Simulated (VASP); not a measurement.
# Sb in VASP: relaxation of the atoms with LDA

Aim: the relaxation of the atoms of Sb with LDA.

Everything below comes from runs of VASP 6.6.1. Logs are shortened: lines on timing, memory, paths and dates and some standing lists are left out, and cuts for length are marked.

**1. The cell of the first run**

The cell holds a slab with vacuum, 3 atoms: a = 3.299 Å, b = 3.299 Å, c = 21.455 Å, α = 90.00°, β = 90.00°, γ = 120.00°.

**2. Relaxation of the atoms, LDA**

Input file INCAR:

```
PREC     = Accurate       # precision mode
ENCUT    = 520            # plane-wave cutoff, eV
EDIFF    = 1E-7           # SCF threshold, eV
ISMEAR   = -1             # smearing method
SIGMA    = 0.08           # smearing width, eV
LREAL    = F              # projectors in reciprocal space
LASPH    = T              # aspherical terms in the spheres
NELM     = 60             # most SCF steps
ALGO     = Normal         # electronic algorithm
ISIF     = 2              # what is computed and relaxed
LWAVE    = F              # write WAVECAR
LCHARG   = F              # write CHGCAR
LDIPOL   = T            
IDIPOL   = 3            
DIPOL    = 0.5 0.5 0.500
IBRION   = 2              # ionic algorithm
NSW      = 32             # ionic steps
EDIFFG   = -0.01          # ionic threshold
```

Input file KPOINTS:

```
regular mesh
0
Gamma
  14 14 1
```

Input file POSCAR:

```
Sb
1.0
    3.2985250201      0.0000000000      0.0000000000
   -1.6492625100      2.8566064624      0.0000000000
    0.0000000000      0.0000000000     21.4548000000
Sb
3
Direct
    0.0000000000      0.0000000000      0.3773906233
    0.3333333333      0.6666666667      0.4999999997
    0.0000000000      0.0000000000      0.6226093770
```

Potentials or basis: VASP PAW LDA potentials, release 64 (Sb).

The run is started by

```bash
cat potpaw_LDA.64/Sb/POTCAR > POTCAR
mpirun -np 1 vasp_std > vasp.out
```

OUTCAR:

```text
PREC = Accurate
   ENCUT = 520
   EDIFF = 1E-7
   ISMEAR = -1
   LREAL = F
   LASPH = T
   NELM = 60
   ISIF = 2
   IBRION = 2
   NSW = 32
   EDIFFG = -0.01

 ion  position               nearest neighbor table
   1  0.000  0.000  0.377-   2 3.25   2 3.25   2 3.25
   2  0.333  0.667  0.500-   1 3.25   1 3.25   1 3.25   3 3.25   3 3.25   3 3.25
   3  0.000  0.000  0.623-   2 3.25   2 3.25   2 3.25

  LATTYP: Found a hexagonal cell.
 ALAT       =     3.2985250201
 C/A-ratio  =     6.5043617584

  Lattice vectors:

 A1 = (   3.2985250201,   0.0000000000,   0.0000000000)
 A2 = (  -1.6492625100,   2.8566064624,   0.0000000000)
 A3 = (   0.0000000000,   0.0000000000,  21.4548000000)

Analysis of symmetry for initial positions (statically):
=====================================================================
 Subroutine PRICEL returns:
 Original cell was already a primitive cell.

 Routine SETGRP: Setting up the symmetry group for a
 hexagonal supercell.

 Subroutine GETGRP returns: Found 12 space group operations
 (whereof 12 operations were pure point group operations)
 out of a pool of 24 trial point group operations.

The static configuration has the point symmetry D_3h.

Analysis of symmetry for dynamics (positions and initial velocities):
=====================================================================
 Subroutine PRICEL returns:
 Original cell was already a primitive cell.

 Routine SETGRP: Setting up the symmetry group for a
 hexagonal supercell.

 Subroutine GETGRP returns: Found 12 space group operations
 (whereof 12 operations were pure point group operations)
 out of a pool of 24 trial point group operations.

The dynamic configuration has the point symmetry D_3h.

 Subroutine INISYM returns: Found 12 space group operations
 (whereof 12 operations are pure point group operations),
 and found     1 'primitive' translations

----------------------------------------------------------------------------------------

                                     Primitive cell

  volume of cell :     202.1597

  direct lattice vectors                    reciprocal lattice vectors
     3.298525020  0.000000000  0.000000000     0.303165807  0.175032860  0.000000000
    -1.649262510  2.856606462  0.000000000     0.000000000  0.350065721  0.000000000
     0.000000000  0.000000000 21.454800000     0.000000000  0.000000000  0.046609616

  length of vectors
     3.298525020  3.298525020 21.454800000     0.350065721  0.350065721  0.046609616

  position of ions in fractional coordinates (direct lattice)
     0.000000000  0.000000000  0.377390623
     0.333333333  0.666666667  0.500000000
     0.000000000  0.000000000  0.622609377

  ion indices of the primitive-cell ions
   primitive index   ion index
                 1           1
                 2           2
                 3           3

----------------------------------------------------------------------------------------

 KPOINTS: regular mesh

Automatic generation of k-mesh.
 Grid dimensions read from file:
 generate k-points for:   14   14    1

 Generating k-lattice:

  Cartesian coordinates                     Fractional coordinates (reciprocal lattice)
     0.021654701  0.012502347  0.000000000     0.071428571  0.000000000  0.000000000
     0.000000000  0.025004694  0.000000000     0.000000000  0.071428571  0.000000000
     0.000000000  0.000000000  0.046609616     0.000000000  0.000000000  1.000000000

  Length of vectors
     0.025004694  0.025004694  0.046609616

  Shift w.r.t. Gamma in fractional coordinates (k-lattice)
     0.000000000  0.000000000  0.000000000

 Subroutine IBZKPT returns following result:
 ===========================================

 Found     24 irreducible k-points:

 Following reciprocal coordinates:
            Coordinates               Weight
  0.000000  0.000000  0.000000      1.000000
  0.071429  0.000000  0.000000      6.000000
  0.142857  0.000000  0.000000      6.000000
  0.214286  0.000000  0.000000      6.000000
  0.285714  0.000000  0.000000      6.000000
  0.357143  0.000000  0.000000      6.000000
[... 16 lines left out ...]
  0.285714  0.285714  0.000000      6.000000
  0.357143  0.285714  0.000000      6.000000
   k-points           NKPTS =     24   k-points in BZ     NKDIM =     24   number of bands    NBANDS=     11
   number of dos      NEDOS =    301   number of ions     NIONS =      3
   total plane-waves  NPLWV = 125440
   dimension x,y,z NGX =    28 NGY =   28 NGZ =  160
   dimension x,y,z NGXF=    56 NGYF=   56 NGZF=  320
   ions per type =               3
   NGX,Y,Z   is equivalent  to a cutoff of  14.11, 14.11, 12.40 a.u.
   NGXF,Y,Z  is equivalent  to a cutoff of  28.22, 28.22, 24.80 a.u.
 SYSTEM =  unknown system
   PREC   = accura    normal or accurate (medium, high low for compatibility)
   ISTART =      0    job   : 0-new  1-cont  2-samecut
   ICHARG =      2    charge: 1-file 2-atom 10-const
   ISPIN  =      1    spin polarized calculation?
   LNONCOLLINEAR =      F non collinear calculations
   LSORBIT =      F    spin-orbit coupling
   LASPH  =      T    aspherical Exc in radial PAW
   ENCUT  =  520.0 eV  38.22 Ry    6.18 a.u.   6.13  6.13 39.89*2*pi/ulx,y,z
   NELM   =     60;   NELMIN=  2; NELMDL= -5     # of ELM steps
   EDIFF  = 0.1E-06   stopping-criterion for ELM
   LREAL  =      F    real-space projection
   EDIFFG = -.1E-01   stopping-criterion for IOM
   NSW    =     32    number of steps for IOM
   IBRION =      2    ionic relax: 0-MD 1-quasi-New 2-CG
   NFREE  =      1    steps in history (QN), initial steepest desc. (CG)
   ISIF   =      2    stress and relaxation
   ISYM   =      2    0-nonsym 1-usesym 2-fastsym
   POTIM  = 0.5000    time-step for ionic-motion
   TEBEG  =    0.0;   TEEND  =   0.0 temperature during run
   PSTRESS=    0.0 pullay stress
   NELECT =      15.0000    total number of electrons
   NUPDOWN=      -1.0000    fix difference up-down
   EMIN   =  10.00;   EMAX   =-10.00  energy-range for DOS
   EFERMI =   0.00;   METHOD = LEGACY
   ISMEAR =    -1;   SIGMA  =   0.08  broadening in eV -4-tet -1-fermi 0-gaus
   EFERMI_NEDOS =   21; number of points for ismear=-14 and -15
   IALGO  =     38    algorithm
   IMIX   =      4    mixing-type and parameters
     AMIX     =   0.40;   BMIX     =  1.00
     AMIX_MAG =   1.60;   BMIX_MAG =  1.00
  volume/ion in A,a.u.               =      67.39       454.75
  Fermi-wavevector in a.u.,A,eV,Ry     =   0.687924  1.299988  6.438810  0.473239
  Thomas-Fermi vector in A             =   1.768577
   LORBIT       =      0    0 simple, 1 ext, 2 COOP (PROOUT), +10 PAW based schemes
   GGA     = CA    functional components
   LHFCALC =     F    Hartree Fock is set to
   AEXX    =    0.0000 exact exchange contribution
   IVDW    =     0    specifies the selected vdW correction
   LEPSILON=     F    determine dielectric tensor
   LRPA    =     F    only Hartree local field effects (RPA)
 conjugate gradient relaxation of ions
 non-spin polarized calculation
  energy-cutoff  :      520.00
  volume of cell :      202.16
 maximum number of plane-waves:      5478
 NGX is ok and might be reduce to    28
   NGX = 13   NGY = 13   NGZ = 79

 dipolmoment           0.000000      0.000000      0.000000 electrons x Angstroem

--------------------------------------- Ionic step        1  -------------------------------------------

 number of electron      15.0000000 magnetization

 Free energy of the ion-electron system (eV)
  ---------------------------------------------------
  ext. energy  EPLUGINS =         0.00000000
  ---------------------------------------------------
  free energy    TOTEN  =       -13.26024019 eV

  energy without entropy =      -13.20874700  energy(sigma->0) =      -13.23449360

------------------------ aborting loop because EDIFF is reached ----------------------------------------

  FORCE on cell =-STRESS in cart. coord.  units (eV):
  Direction    XX          YY          ZZ          XY          YZ          ZX
  --------------------------------------------------------------------------------------
  -------------------------------------------------------------------------------------
  Total       -1.0007298     -1.0007298      0.0752953     -0.0000000     -0.0000000     -0.0000000
  in kB       -7.9310880     -7.9310880      0.5967385     -0.0000000     -0.0000000     -0.0000000
  external PRESSURE =      -5.0884791 kB  Pullay stress =       0.0000000 kB
[... 59 lines left out ...]
  energy  without entropy=      -13.2088075401  energy(sigma->0) =      -13.23453424

--------------------------------------- Ionic step        3  -------------------------------------------

 number of electron      15.0000000 magnetization

 dipolmoment           0.000000      0.000000     -0.000000 electrons x Angstroem

 Free energy of the ion-electron system (eV)
  ---------------------------------------------------
  ext. energy  EPLUGINS =         0.00000000
  ---------------------------------------------------
  free energy    TOTEN  =       -13.26031013 eV

  energy without entropy =      -13.20897920  energy(sigma->0) =      -13.23464467

 E-fermi :   0.5879     XC(G=0):  -4.7522

 val. band max:        0.5539967429   @ k =   0.3571   0.1429   0.0000
 cond. band min:       0.6343068113   @ k =   0.1429   0.1429   0.0000
 fundamental gap:      0.0803100684
 Fermi energy:         0.5879220673

 k-point     1 :       0.0000    0.0000    0.0000
  band No.  band energies     occupation
      1     -12.5216      2.00000
      2     -11.0918      2.00000
      3      -9.3710      2.00000
      4      -4.1937      2.00000
      5      -1.0317      2.00000
      6       2.4749      0.00000
      7       4.5944      0.00000
      8       4.6130      0.00000
      9       4.6130      0.00000
     10       5.2936      0.00000
     11       5.6121      0.00000
[... 309 lines left out ...]
 k-point    24 :       0.3571    0.2857    0.0000
  band No.  band energies     occupation
      1      -7.8246      2.00000
      2      -7.1960      2.00000
      3      -7.0235      2.00000
      4      -3.7986      2.00000
      5      -3.5020      2.00000
      6      -2.8657      2.00000
      7      -2.1910      2.00000
      8      -1.8996      2.00000
      9      -0.6906      2.00000
     10       0.5225      1.38729
     11       1.8628      0.00000

------------------------ aborting loop because EDIFF is reached ----------------------------------------

 vacuum level on the upper side and lower side of the slab       (xc-potential included)        -0.119        -0.119

  FORCE on cell =-STRESS in cart. coord.  units (eV):
  Direction    XX          YY          ZZ          XY          YZ          ZX
  --------------------------------------------------------------------------------------
  -------------------------------------------------------------------------------------
  Total       -1.0315455     -1.0315455      0.0440996     -0.0000000      0.0000000     -0.0000000
  in kB       -8.1753116     -8.1753116      0.3495025     -0.0000000      0.0000000     -0.0000000
  external PRESSURE =      -5.3337069 kB  Pullay stress =       0.0000000 kB

 VOLUME and BASIS-vectors are now :
 -----------------------------------------------------------------------------
  energy-cutoff  :      520.00
  volume of cell :      202.16
      direct lattice vectors                 reciprocal lattice vectors
     3.298525020  0.000000000  0.000000000     0.303165807  0.175032860  0.000000000
    -1.649262510  2.856606462  0.000000000     0.000000000  0.350065721  0.000000000
     0.000000000  0.000000000 21.454800000     0.000000000  0.000000000  0.046609616
[... 9 lines left out ...]
  FREE ENERGIE OF THE ION-ELECTRON SYSTEM (eV)
  ---------------------------------------------------
  free  energy   TOTEN  =       -13.2603101310 eV

  energy  without entropy=      -13.2089792050  energy(sigma->0) =      -13.23464467

 reached required accuracy - stopping structural energy minimisation

 vacuum level on the upper side and lower side of the slab         5.066         5.066
```

Run time: 3.1 min. Hardware: 1 thread of Oxide Virtual Turin-like, shared host; peak memory 0.26 GiB.

What came out:

```
Free energy                  : -13.2603 eV
Energy gained by relaxing    : 0.0 meV/atom
Ionic steps                  : 3
Largest force after relaxing : 0.009 eV/Å
```

Forces in eV/Å, atoms in the order of the input:
```
Sb   0.000  0.000 -0.009
Sb   0.000  0.000  0.000
Sb   0.000  0.000  0.009
```

Final structure:
```
Sb
1.0
     3.29853    0.00000    0.00000
    -1.64926    2.85661    0.00000
     0.00000    0.00000   21.45480
Sb
3
Direct
  0.00000 0.00000 0.37726
  0.33333 0.66667 0.50000
  0.00000 0.00000 0.62274
```

Caveat: spin-orbit coupling is left out, which moves the levels of the heavy elements.
